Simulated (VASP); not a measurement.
# Li5Cl3 (Im-3m) in VASP: a series of runs, part 2 of 2

VASP 6.6.1.

### 4 Single point, PBE

This run uses another cell than the first one, of 19.04 Å³/atom.

Input file INCAR:

```
SYSTEM = Li5Cl3
ALGO     = Normal         ! electronic algorithm
EDIFF    = 1E-6           ! SCF threshold, eV
ENCUT    = 520            ! plane-wave cutoff, eV
GGA      = PE             ! functional
ISIF     = 2              ! what is computed and relaxed
ISMEAR   = 0              ! smearing method
LASPH    = .TRUE.         ! aspherical terms in the spheres
LCHARG   = .FALSE.        ! write CHGCAR
LREAL    = .FALSE.        ! projectors in reciprocal space
LWAVE    = .FALSE.        ! write WAVECAR
NBANDS   = 28             ! bands
NELM     = 80             ! most SCF steps
PREC     = Accurate       ! precision mode
SIGMA    = 0.1            ! smearing width, eV
```

Input file KPOINTS:

```
k-points
0
G
  8 8 8
  0 0 0
```

Input file POSCAR:

```
Li5Cl3
1.0
   -3.3643570258      3.3643570258      3.3643570258
    3.3643570258     -3.3643570258      3.3643570258
    3.3643570258      3.3643570258     -3.3643570258
Li Cl
5 3
Direct
    0.5000000000      0.5000000000      0.5000000000
    0.0000000000      0.0000000000      0.5000000000
    0.0000000000      0.5000000000      0.0000000000
    0.5000000000      0.0000000000      0.0000000000
    0.0000000000      0.0000000000      0.0000000000
    0.0000000000      0.5000000000      0.5000000000
    0.5000000000      0.0000000000      0.5000000000
    0.5000000000      0.5000000000      0.0000000000
```

Potentials or basis: VASP PAW PBE potentials, release 64 (Li_sv, Cl).

Run with:

```console
> cat potpaw_PBE.64/Li_sv/POTCAR potpaw_PBE.64/Cl/POTCAR > POTCAR
> mpirun -np 1 vasp_std > vasp.out
```

OUTCAR:

```text
SYSTEM = Li5Cl3
   EDIFF = 1E-6
   ENCUT = 520
   GGA = PE
   ISIF = 2
   ISMEAR = 0
   LASPH = .TRUE.
   LREAL = .FALSE.
   NELM = 80
   PREC = Accurate

 ion  position               nearest neighbor table
   1  0.500  0.500  0.500-
   2  0.000  0.000  0.500-
   3  0.000  0.500  0.000-
   4  0.500  0.000  0.000-
   5  0.000  0.000  0.000-
   6  0.000  0.500  0.500-
   7  0.500  0.000  0.500-
   8  0.500  0.500  0.000-

  LATTYP: Found a body centered cubic cell.
 ALAT       =     6.7287140516

  Lattice vectors:

 A1 = (  -3.3643570258,   3.3643570258,   3.3643570258)
 A2 = (   3.3643570258,  -3.3643570258,   3.3643570258)
 A3 = (   3.3643570258,   3.3643570258,  -3.3643570258)

Analysis of symmetry for initial positions (statically):
=====================================================================
 Subroutine PRICEL returns:
 Original cell was already a primitive cell.

 Routine SETGRP: Setting up the symmetry group for a
 body centered cubic supercell.

 Subroutine GETGRP returns: Found 48 space group operations
 (whereof 48 operations were pure point group operations)
 out of a pool of 48 trial point group operations.

The static configuration has the point symmetry O_h .

Analysis of symmetry for dynamics (positions and initial velocities):
=====================================================================
 Subroutine PRICEL returns:
 Original cell was already a primitive cell.

 Routine SETGRP: Setting up the symmetry group for a
 body centered cubic supercell.

 Subroutine GETGRP returns: Found 48 space group operations
 (whereof 48 operations were pure point group operations)
 out of a pool of 48 trial point group operations.

The dynamic configuration has the point symmetry O_h .

 Subroutine INISYM returns: Found 48 space group operations
 (whereof 48 operations are pure point group operations),
 and found     1 'primitive' translations

----------------------------------------------------------------------------------------

                                     Primitive cell

  volume of cell :     152.3233

  direct lattice vectors                    reciprocal lattice vectors
    -3.364357026  3.364357026  3.364357026     0.000000000  0.148616807  0.148616807
     3.364357026 -3.364357026  3.364357026     0.148616807  0.000000000  0.148616807
     3.364357026  3.364357026 -3.364357026     0.148616807  0.148616807  0.000000000

  length of vectors
     5.827237303  5.827237303  5.827237303     0.210175905  0.210175905  0.210175905

  position of ions in fractional coordinates (direct lattice)
     0.500000000  0.500000000  0.500000000
     0.000000000  0.000000000  0.500000000
     0.000000000  0.500000000  0.000000000
     0.500000000  0.000000000  0.000000000
     0.000000000  0.000000000  0.000000000
     0.000000000  0.500000000  0.500000000
     0.500000000  0.000000000  0.500000000
     0.500000000  0.500000000  0.000000000

  ion indices of the primitive-cell ions
   primitive index   ion index
                 1           1
                 2           2
[... 34 lines left out ...]
            Coordinates               Weight
  0.000000  0.000000  0.000000      1.000000
  0.125000  0.000000  0.000000     12.000000
  0.250000  0.000000  0.000000     12.000000
  0.375000  0.000000  0.000000     12.000000
  0.500000  0.000000  0.000000      6.000000
  0.125000  0.125000  0.000000     24.000000
[... 16 lines left out ...]
 -0.250000  0.250000  0.250000      6.000000
 -0.375000  0.375000  0.250000     24.000000
 [... further k-points ...]
   k-points           NKPTS =     29   k-points in BZ     NKDIM =     29   number of bands    NBANDS=     28
   number of dos      NEDOS =    301   number of ions     NIONS =      8
   total plane-waves  NPLWV = 110592
   dimension x,y,z NGX =    48 NGY =   48 NGZ =   48
   dimension x,y,z NGXF=    96 NGYF=   96 NGZF=   96
   ions per type =               5   3
   NGX,Y,Z   is equivalent  to a cutoff of  13.69, 13.69, 13.69 a.u.
   NGXF,Y,Z  is equivalent  to a cutoff of  27.39, 27.39, 27.39 a.u.
 SYSTEM =  Li5Cl3
   PREC   = accura    normal or accurate (medium, high low for compatibility)
   ISTART =      0    job   : 0-new  1-cont  2-samecut
   ICHARG =      2    charge: 1-file 2-atom 10-const
   ISPIN  =      1    spin polarized calculation?
   LNONCOLLINEAR =      F non collinear calculations
   LSORBIT =      F    spin-orbit coupling
   LASPH  =      T    aspherical Exc in radial PAW
   ENCUT  =  520.0 eV  38.22 Ry    6.18 a.u.  10.83 10.83 10.83*2*pi/ulx,y,z
   NELM   =     80;   NELMIN=  2; NELMDL= -5     # of ELM steps
   EDIFF  = 0.1E-05   stopping-criterion for ELM
   LREAL  =      F    real-space projection
   EDIFFG = 0.1E-04   stopping-criterion for IOM
   NSW    =      0    number of steps for IOM
   IBRION =     -1    ionic relax: 0-MD 1-quasi-New 2-CG
   NFREE  =      0    steps in history (QN), initial steepest desc. (CG)
   ISIF   =      2    stress and relaxation
   ISYM   =      2    0-nonsym 1-usesym 2-fastsym
   POTIM  = 0.5000    time-step for ionic-motion
   TEBEG  =    0.0;   TEEND  =   0.0 temperature during run
   PSTRESS=    0.0 pullay stress
   NELECT =      36.0000    total number of electrons
   NUPDOWN=      -1.0000    fix difference up-down
   EMIN   =  10.00;   EMAX   =-10.00  energy-range for DOS
   EFERMI =   0.00;   METHOD = LEGACY
   ISMEAR =     0;   SIGMA  =   0.10  broadening in eV -4-tet -1-fermi 0-gaus
   EFERMI_NEDOS =   21; number of points for ismear=-14 and -15
   IALGO  =     38    algorithm
   IMIX   =      4    mixing-type and parameters
     AMIX     =   0.40;   BMIX     =  1.00
     AMIX_MAG =   1.60;   BMIX_MAG =  1.00
  volume/ion in A,a.u.               =      19.04       128.49
  Fermi-wavevector in a.u.,A,eV,Ry     =   1.012170  1.912725 13.939015  1.024489
  Thomas-Fermi vector in A             =   2.145264
   LORBIT       =      0    0 simple, 1 ext, 2 COOP (PROOUT), +10 PAW based schemes
   GGA     = PE    functional components
   LHFCALC =     F    Hartree Fock is set to
   AEXX    =    0.0000 exact exchange contribution
   IVDW    =     0    specifies the selected vdW correction
   LEPSILON=     F    determine dielectric tensor
   LRPA    =     F    only Hartree local field effects (RPA)
 non-spin polarized calculation
 Gauss-broadening in eV      SIGMA  =   0.10
  energy-cutoff  :      520.00
  volume of cell :      152.32
 maximum number of plane-waves:      4130
 NGX is ok and might be reduce to    48
   NGX = 21   NGY = 21   NGZ = 21

 number of electron      36.0000036 magnetization

 Free energy of the ion-electron system (eV)
  ---------------------------------------------------
  ext. energy  EPLUGINS =         0.00000000
  ---------------------------------------------------
  free energy    TOTEN  =       -22.30412031 eV

  energy without entropy =      -22.30255086  energy(sigma->0) =      -22.30333559

 E-fermi :   3.9617     XC(G=0):  -8.0580

 val. band max:        3.8070932153   @ k =   0.3750   0.1250   0.1250
 cond. band min:       4.0533593762   @ k =   0.2500   0.2500   0.2500
 fundamental gap:      0.2462661608
 Fermi energy:         3.9616511779

 k-point     1 :       0.0000    0.0000    0.0000
  band No.  band energies     occupation
      1     -44.7134      2.00000
      2     -44.7096      2.00000
      3     -44.7096      2.00000
      4     -44.7096      2.00000
      5     -43.6241      2.00000
      6     -13.5127      2.00000
[... 733 lines left out ...]
     27       8.6161      0.00000
     28       8.7162      0.00000

 [... further k-points ...]

------------------------ aborting loop because EDIFF is reached ----------------------------------------

  FORCE on cell =-STRESS in cart. coord.  units (eV):
  Direction    XX          YY          ZZ          XY          YZ          ZX
  --------------------------------------------------------------------------------------
  -------------------------------------------------------------------------------------
  Total       -0.1101438     -0.1101438     -0.1101438      0.0000000      0.0000000     -0.0000000
  in kB       -1.1585225     -1.1585225     -1.1585225      0.0000000      0.0000000     -0.0000000
  external PRESSURE =      -1.1585225 kB  Pullay stress =       0.0000000 kB

 VOLUME and BASIS-vectors are now :
 -----------------------------------------------------------------------------
  energy-cutoff  :      520.00
  volume of cell :      152.32
      direct lattice vectors                 reciprocal lattice vectors
    -3.364357026  3.364357026  3.364357026     0.000000000  0.148616807  0.148616807
     3.364357026 -3.364357026  3.364357026     0.148616807  0.000000000  0.148616807
     3.364357026  3.364357026 -3.364357026     0.148616807  0.148616807  0.000000000

 POSITION                                       TOTAL-FORCE (eV/Angst)
 -----------------------------------------------------------------------------------
      1.68218      1.68218      1.68218         0.000000     -0.000000      0.000000
      1.68218      1.68218     -1.68218        -0.000000     -0.000000      0.000000
      1.68218     -1.68218      1.68218         0.000000     -0.000000      0.000000
     -1.68218      1.68218      1.68218         0.000000     -0.000000     -0.000000
      0.00000      0.00000      0.00000        -0.000000      0.000000     -0.000000
      3.36436      0.00000      0.00000        -0.000000     -0.000000     -0.000000
      0.00000      3.36436      0.00000         0.000000      0.000000      0.000000
      0.00000      0.00000      3.36436        -0.000000      0.000000      0.000000
 -----------------------------------------------------------------------------------
    total drift:                                0.000000      0.000000     -0.000000

  FREE ENERGIE OF THE ION-ELECTRON SYSTEM (eV)
  ---------------------------------------------------
  free  energy   TOTEN  =       -22.3041203104 eV

  energy  without entropy=      -22.3025508613  energy(sigma->0) =      -22.30333559
```

It took 75 s on 1 thread of AMD EPYC 9R45 (Zen 5), shared host; peak memory 0.31 GiB.

Results:

| Property | Result |
| --- | --- |
| Free energy | -22.3041 eV |
| Band gap on the k mesh | zero (filled and empty bands touch) |

Caveat: the cutoff is under 1.25 times the usual one of these potentials, so pressure, stress and relaxed cells hold a basis-set (Pulay) error.

### 5 The runs side by side

| cell | k mesh | gap on the mesh (eV) |
| --- | --- | --- |
| a = 5.644 Å, angles 109.5°, 8 atoms | 4 × 4 × 4 | none |
| a = 5.843 Å, angles 109.5°, 8 atoms | 4 × 4 × 4 | none |
| a = 5.827 Å, angles 109.5°, 8 atoms | 8 × 8 × 8 | none |

Alike in all rows: task single point; level PBE; potentials or basis VASP PAW PBE potentials, release 64 (Li_sv, Cl); no spin polarisation; cutoff (eV) 520; smearing gaussian 0.1 eV.

Caveats: the cutoff is under 1.25 times the usual one of these potentials, so pressure, stress and relaxed cells hold a basis-set (Pulay) error.

Total energies depend on the potentials used, so only differences within one code and one set of settings carry meaning.

The gap in the log of VASP goes by the Fermi energy; the results here count the filled bands.